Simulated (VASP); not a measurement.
Here is a VASP 6.6.1 calculation.

File INCAR:

```
SYSTEM = AlN
PREC = Accurate
ENCUT = 520
EDIFF = 1E-6
ISMEAR = 0
SIGMA = 0.05
LREAL = .FALSE.
LASPH = .TRUE.
NELM = 60
ALGO = Normal
ISIF = 2
LWAVE = .FALSE.
LCHARG = .TRUE.
GGA = PE
LELF = .TRUE.
LVHAR = .TRUE.
NBANDS = 11
```

KPOINTS

```
Automatic mesh
0
G
  10 10 10
  0 0 0
```

POSCAR

```
AlN
1.0
    0.1194530929      2.0115295379      2.0115295379
    2.0115295379      0.1194530929      2.0115295379
    2.0115295379      2.0115295379      0.1194530929
Al N
1 1
Direct
    0.5000000000      0.5000000000      0.5000000000
    0.0000000000      0.0000000000      0.0000000000
```

Potentials or basis: VASP PAW PBE potentials, release 64 (Al, N).

Run with:

```console
$ cat potpaw_PBE.64/Al/POTCAR potpaw_PBE.64/N/POTCAR > POTCAR
$ mpirun -np 1 vasp_std > vasp.out
```

What does it give for the band gap on the k mesh?

3.81 eV, indirect (least direct gap 6.03 eV).

What does it give for the pressure?

42.1 GPa.

Stress tensor (GPa, compression positive):
```
 42.07 -24.06 -24.06
-24.06  42.07 -24.06
-24.06 -24.06  42.07
```

A k mesh can miss the band edges. As with any semilocal functional, this PBE gap is likely too small.
